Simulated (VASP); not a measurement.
# Na (I4/mmm) in VASP: further runs

Runs on Na. Level: LDA. Tasks: single point.

Program: VASP 6.6.1. These are calculated values, not measurements. Logs are shortened: lines on timing, memory, paths and dates and some standing lists are left out, and cuts for length are marked.

## (1) The cell of the first run

Symmetry: I4/mmm, No. 139, tetragonal system. The conventional cell has a = 4.235 Å, b = 4.235 Å, c = 4.150 Å, α = 90.00°, β = 90.00°, γ = 90.00°. Na (site symmetry 4/mmm) has 14 Na at 3.64 to 4.24 Å within 4.8 Å.

## (2) Single point, LDA (strain -0.0200 x Voigt [0, 1, 0, 0, 0, 0])

INCAR reads:

```
SYSTEM = Na
PREC = Accurate
ENCUT = 520
EDIFF = 1E-6
ISMEAR = 0
SIGMA = 0.15
LREAL = .FALSE.
LASPH = .TRUE.
NELM = 60
ALGO = Normal
ISIF = 2
LWAVE = .FALSE.
LCHARG = .FALSE.
NBANDS = 10
```

KPOINTS reads:

```
regular mesh
0
G
  16 16 16
  0 0 0
```

POSCAR reads:

```
Na
1.0
   -2.1175000000      2.0751500000      2.1175000000
    2.1175000000     -2.0751500000      2.1175000000
    2.1175000000      2.0751500000     -2.1175000000
Na
1
Direct
    0.0000000000      0.0000000000      0.0000000000
```

Potentials or basis: VASP PAW LDA potentials, release 64 (Na_pv).

The run is started by

```bash
> cat potpaw_LDA.64/Na_pv/POTCAR > POTCAR
> mpirun -np 1 vasp_std > vasp.out
```

OUTCAR:

```text
SYSTEM = Na
   PREC = Accurate
   ENCUT = 520
   EDIFF = 1E-6
   ISMEAR = 0
   LREAL = .FALSE.
   LASPH = .TRUE.
   NELM = 60
   ISIF = 2

 ion  position               nearest neighbor table
   1  0.000  0.000  0.000-

  LATTYP: Found a body centered tetragonal cell.
 ALAT       =     4.2350000000
 C/A-ratio  =     0.9800000000

  Lattice vectors:

 A1 = (  -2.1175000000,  -2.0751500000,   2.1175000000)
 A2 = (   2.1175000000,  -2.0751500000,  -2.1175000000)
 A3 = (   2.1175000000,   2.0751500000,   2.1175000000)

Analysis of symmetry for initial positions (statically):
=====================================================================
 Subroutine PRICEL returns:
 Original cell was already a primitive cell.

 Routine SETGRP: Setting up the symmetry group for a
 body centered tetragonal supercell.

 Subroutine GETGRP returns: Found 16 space group operations
 (whereof 16 operations were pure point group operations)
 out of a pool of 16 trial point group operations.

The static configuration has the point symmetry D_4h.

Analysis of symmetry for dynamics (positions and initial velocities):
=====================================================================
 Subroutine PRICEL returns:
 Original cell was already a primitive cell.

 Routine SETGRP: Setting up the symmetry group for a
 body centered tetragonal supercell.

 Subroutine GETGRP returns: Found 16 space group operations
 (whereof 16 operations were pure point group operations)
 out of a pool of 16 trial point group operations.

The dynamic configuration has the point symmetry D_4h.

 Subroutine INISYM returns: Found 16 space group operations
 (whereof 16 operations are pure point group operations),
 and found     1 'primitive' translations

----------------------------------------------------------------------------------------

                                     Primitive cell

  volume of cell :      37.2183

  direct lattice vectors                    reciprocal lattice vectors
    -2.117500000  2.075150000  2.117500000     0.000000000  0.240946438  0.236127509
     2.117500000 -2.075150000  2.117500000     0.236127509  0.000000000  0.236127509
     2.117500000  2.075150000 -2.117500000     0.236127509  0.240946438  0.000000000

  length of vectors
     3.643330897  3.643330897  3.643330897     0.337359432  0.333934725  0.337359432

  position of ions in fractional coordinates (direct lattice)
     0.000000000  0.000000000  0.000000000

  ion indices of the primitive-cell ions
   primitive index   ion index
                 1           1

----------------------------------------------------------------------------------------

 KPOINTS: regular mesh

Automatic generation of k-mesh.
 Grid dimensions read from file:
 generate k-points for:   16   16   16

 Generating k-lattice:

  Cartesian coordinates                     Fractional coordinates (reciprocal lattice)
     0.000000000  0.015059152  0.014757969     0.062500000  0.000000000 -0.000000000
     0.014757969  0.000000000  0.014757969     0.000000000  0.062500000  0.000000000
     0.014757969  0.015059152  0.000000000    -0.000000000  0.000000000  0.062500000

  Length of vectors
     0.021084964  0.020870920  0.021084964

  Shift w.r.t. Gamma in fractional coordinates (k-lattice)
     0.000000000  0.000000000  0.000000000

 Subroutine IBZKPT returns following result:
 ===========================================

 Found    349 irreducible k-points:

 Following reciprocal coordinates:
            Coordinates               Weight
  0.000000  0.000000  0.000000      1.000000
  0.062500 -0.000000  0.000000      8.000000
  0.125000 -0.000000  0.000000      8.000000
  0.187500 -0.000000  0.000000      8.000000
  0.250000 -0.000000  0.000000      8.000000
  0.312500 -0.000000  0.000000      8.000000
[... 16 lines left out ...]
 -0.187500  0.062500 -0.000000     16.000000
 -0.125000  0.062500 -0.000000      8.000000
 [... further k-points ...]
   k-points           NKPTS =    349   k-points in BZ     NKDIM =    349   number of bands    NBANDS=     10
   number of dos      NEDOS =    301   number of ions     NIONS =      1
   total plane-waves  NPLWV =  21952
   dimension x,y,z NGX =    28 NGY =   28 NGZ =   28
   dimension x,y,z NGXF=    56 NGYF=   56 NGZF=   56
   ions per type =               1
   NGX,Y,Z   is equivalent  to a cutoff of  12.78, 12.78, 12.78 a.u.
   NGXF,Y,Z  is equivalent  to a cutoff of  25.55, 25.55, 25.55 a.u.
 SYSTEM =  Na
   PREC   = accura    normal or accurate (medium, high low for compatibility)
   ISTART =      0    job   : 0-new  1-cont  2-samecut
   ICHARG =      2    charge: 1-file 2-atom 10-const
   ISPIN  =      1    spin polarized calculation?
   LNONCOLLINEAR =      F non collinear calculations
   LSORBIT =      F    spin-orbit coupling
   LASPH  =      T    aspherical Exc in radial PAW
   ENCUT  =  520.0 eV  38.22 Ry    6.18 a.u.   6.77  6.77  6.77*2*pi/ulx,y,z
   NELM   =     60;   NELMIN=  2; NELMDL= -5     # of ELM steps
   EDIFF  = 0.1E-05   stopping-criterion for ELM
   LREAL  =      F    real-space projection
   EDIFFG = 0.1E-04   stopping-criterion for IOM
   NSW    =      0    number of steps for IOM
   IBRION =     -1    ionic relax: 0-MD 1-quasi-New 2-CG
   NFREE  =      0    steps in history (QN), initial steepest desc. (CG)
   ISIF   =      2    stress and relaxation
   ISYM   =      2    0-nonsym 1-usesym 2-fastsym
   POTIM  = 0.5000    time-step for ionic-motion
   TEBEG  =    0.0;   TEEND  =   0.0 temperature during run
   PSTRESS=    0.0 pullay stress
   NELECT =       7.0000    total number of electrons
   NUPDOWN=      -1.0000    fix difference up-down
   EMIN   =  10.00;   EMAX   =-10.00  energy-range for DOS
   EFERMI =   0.00;   METHOD = LEGACY
   ISMEAR =     0;   SIGMA  =   0.15  broadening in eV -4-tet -1-fermi 0-gaus
   EFERMI_NEDOS =   21; number of points for ismear=-14 and -15
   IALGO  =     38    algorithm
   IMIX   =      4    mixing-type and parameters
     AMIX     =   0.40;   BMIX     =  1.00
     AMIX_MAG =   1.60;   BMIX_MAG =  1.00
  volume/ion in A,a.u.               =      37.22       251.16
  Fermi-wavevector in a.u.,A,eV,Ry     =   0.937970  1.772505 11.970227  0.879787
  Thomas-Fermi vector in A             =   2.065134
   LORBIT       =      0    0 simple, 1 ext, 2 COOP (PROOUT), +10 PAW based schemes
   GGA     = CA    functional components
   LHFCALC =     F    Hartree Fock is set to
   AEXX    =    0.0000 exact exchange contribution
   IVDW    =     0    specifies the selected vdW correction
   LEPSILON=     F    determine dielectric tensor
   LRPA    =     F    only Hartree local field effects (RPA)
 non-spin polarized calculation
 Gauss-broadening in eV      SIGMA  =   0.15
  energy-cutoff  :      520.00
  volume of cell :       37.22
 maximum number of plane-waves:      1016
   NGX = 13   NGY = 13   NGZ = 13

 number of electron       6.9999998 magnetization

 Free energy of the ion-electron system (eV)
  ---------------------------------------------------
  ext. energy  EPLUGINS =         0.00000000
  ---------------------------------------------------
  free energy    TOTEN  =        -1.44604639 eV

  energy without entropy =       -1.44095515  energy(sigma->0) =       -1.44350077

 E-fermi :   0.1482     XC(G=0):  -6.7171

 val. band max:        0.1277918040   @ k =   0.3125   0.1875   0.0000
 cond. band min:       0.1570862217   @ k =  -0.0625   0.4375   0.0625
 fundamental gap:      0.0292944177
 Fermi energy:         0.1482319101

 k-point     1 :       0.0000    0.0000    0.0000
  band No.  band energies     occupation
      1     -24.7990      2.00000
      2     -24.7989      2.00000
      3     -24.7989      2.00000
      4      -3.1247      2.00000
      5      11.5669      0.00000
      6      11.8700      0.00000
      7      11.8700      0.00000
      8      12.7106      0.00000
      9      13.0203      0.00000
     10      13.2997      0.00000

 k-point     2 :       0.0625   -0.0000    0.0000
  band No.  band energies     occupation
      1     -24.8004      2.00000
      2     -24.7994      2.00000
      3     -24.7990      2.00000
      4      -3.0556      2.00000
      5      10.9387      0.00000
      6      11.1886      0.00000
      7      11.4963      0.00000
      8      12.1252      0.00000
      9      12.4615      0.00000
     10      13.5053      0.00000

 k-point     3 :       0.1250   -0.0000    0.0000
  band No.  band energies     occupation
      1     -24.8043      2.00000
      2     -24.8008      2.00000
      3     -24.7990      2.00000
      4      -2.8486      2.00000
      5       9.3185      0.00000
      6      10.5050      0.00000
      7      10.8949      0.00000
      8      11.4026      0.00000
      9      12.1128      0.00000
     10      13.6353      0.00000

 k-point     4 :       0.1875   -0.0000    0.0000
  band No.  band energies     occupation
      1     -24.8101      2.00000
      2     -24.8028      2.00000
      3     -24.7990      2.00000
      4      -2.5056      2.00000
      5       7.7132      0.00000
      6       9.8434      0.00000
      7      10.3421      0.00000
      8      10.7615      0.00000
      9      11.7064      0.00000
     10      13.9028      0.00000
[... 222 lines left out ...]
 k-point    22 :      -0.2500    0.0625   -0.0000
  band No.  band energies     occupation
      1     -24.8142      2.00000
      2     -24.8038      2.00000
      3     -24.7996      2.00000
      4      -2.2287      2.00000
      5       6.9583      0.00000
      6       8.8101      0.00000
      7       9.8625      0.00000
      8      10.9774      0.00000
      9      11.9798      0.00000
     10      13.3855      0.00000

 k-point    23 :      -0.1875    0.0625   -0.0000
  band No.  band energies     occupation
      1     -24.8080      2.00000
      2     -24.8015      2.00000
      3     -24.7996      2.00000
      4      -2.6397      2.00000
      5       8.5050      0.00000
      6       9.4432      0.00000
      7      10.3717      0.00000
      8      11.5350      0.00000
      9      12.1999      0.00000
     10      13.3179      0.00000

 k-point    24 :      -0.1250    0.0625   -0.0000
  band No.  band energies     occupation
      1     -24.8031      2.00000
      2     -24.7999      2.00000
      3     -24.7994      2.00000
      4      -2.9161      2.00000
      5      10.0269      0.00000
      6      10.2502      0.00000
      7      10.9282      0.00000
      8      12.0277      0.00000
      9      12.2870      0.00000
     10      13.4685      0.00000

 [... further k-points ...]
[... 5 lines left out ...]
  --------------------------------------------------------------------------------------
  -------------------------------------------------------------------------------------
  Total       -0.1992344     -0.1913233     -0.1992344      0.0000000      0.0000000      0.0000000
  in kB       -8.5766666     -8.2361089     -8.5766666      0.0000000      0.0000000      0.0000000
  external PRESSURE =      -8.4631474 kB  Pullay stress =       0.0000000 kB

 VOLUME and BASIS-vectors are now :
 -----------------------------------------------------------------------------
  energy-cutoff  :      520.00
  volume of cell :       37.22
      direct lattice vectors                 reciprocal lattice vectors
    -2.117500000  2.075150000  2.117500000     0.000000000  0.240946438  0.236127509
     2.117500000 -2.075150000  2.117500000     0.236127509  0.000000000  0.236127509
     2.117500000  2.075150000 -2.117500000     0.236127509  0.240946438  0.000000000

 POSITION                                       TOTAL-FORCE (eV/Angst)
 -----------------------------------------------------------------------------------
      0.00000      0.00000      0.00000         0.000000     -0.000000      0.000000
 -----------------------------------------------------------------------------------
    total drift:                               -0.000000     -0.000000     -0.000000

  FREE ENERGIE OF THE ION-ELECTRON SYSTEM (eV)
  ---------------------------------------------------
  free  energy   TOTEN  =        -1.4460463934 eV

  energy  without entropy=       -1.4409551453  energy(sigma->0) =       -1.44350077
```

Wall time 52 s (1 thread of Intel Xeon Platinum 8259CL at 2.50GHz (Skylake/Cascade Lake), shared host); peak memory 0.21 GiB.

What came out:

- Free energy: -1.4460 eV
- Pressure: -0.8 GPa

Caveat: the cell differs from its parent crystal (strain -0.0200 x Voigt [0, 1, 0, 0, 0, 0]).

## (3) Single point, LDA (strain -0.0100 x Voigt [0, 1, 0, 0, 0, 0])

INCAR reads:

```
  ALGO = Fast
  EDIFF = 1E-6
  ENCUT = 520
  ISIF = 2
  ISMEAR = 0
  LASPH = T
  LCHARG = T
  LELF = T
  LREAL = F
  LVHAR = T
  LWAVE = F
  NBANDS = 10
  NELM = 80
  PREC = Accurate
  SIGMA = 0.15
```

KPOINTS reads:

```
k-points
0
Gamma
  16 16 16
```

POSCAR reads:

```
Na
1.0
   -2.1175000000      2.0963250000      2.1175000000
    2.1175000000     -2.0963250000      2.1175000000
    2.1175000000      2.0963250000     -2.1175000000
Na
1
Direct
    0.0000000000      0.0000000000      0.0000000000
```

Potentials or basis: VASP PAW LDA potentials, release 64 (Na_pv).

The run is started by

```bash
> cat potpaw_LDA.64/Na_pv/POTCAR > POTCAR
> mpirun -np 1 vasp_std > vasp.out
```

Wall time 69 s (1 thread of Intel Xeon Platinum 8259CL at 2.50GHz (Skylake/Cascade Lake), shared host); peak memory 0.21 GiB.

The run converged. Its results:

| Item | Value |
| --- | --- |
| Free energy | -1.4440 eV |
| Pressure | -1.1 GPa |

Levels at points of the mesh, in eV from the Fermi level:
```
           k point  band 1  band 2  band 3  band 4  band 5  band 6  band 7  band 8  band 9
(0.00, 0.00, 0.00)  -24.95  -24.95  -24.95   -3.25   11.46   11.60   11.60   12.57   12.72
(0.50, 0.00, 0.00)  -24.99  -24.97  -24.95    0.79    1.18    8.10    8.88    9.13   10.15
(0.00, 0.50, 0.00)  -24.99  -24.96  -24.95    0.75    1.13    8.23    9.01    9.27   10.21
(0.50, 0.50, 0.50)  -24.98  -24.98  -24.98    4.52    4.60    4.74    4.74    4.91    7.36
```

Caveat: the cell differs from its parent crystal (strain -0.0100 x Voigt [0, 1, 0, 0, 0, 0]).
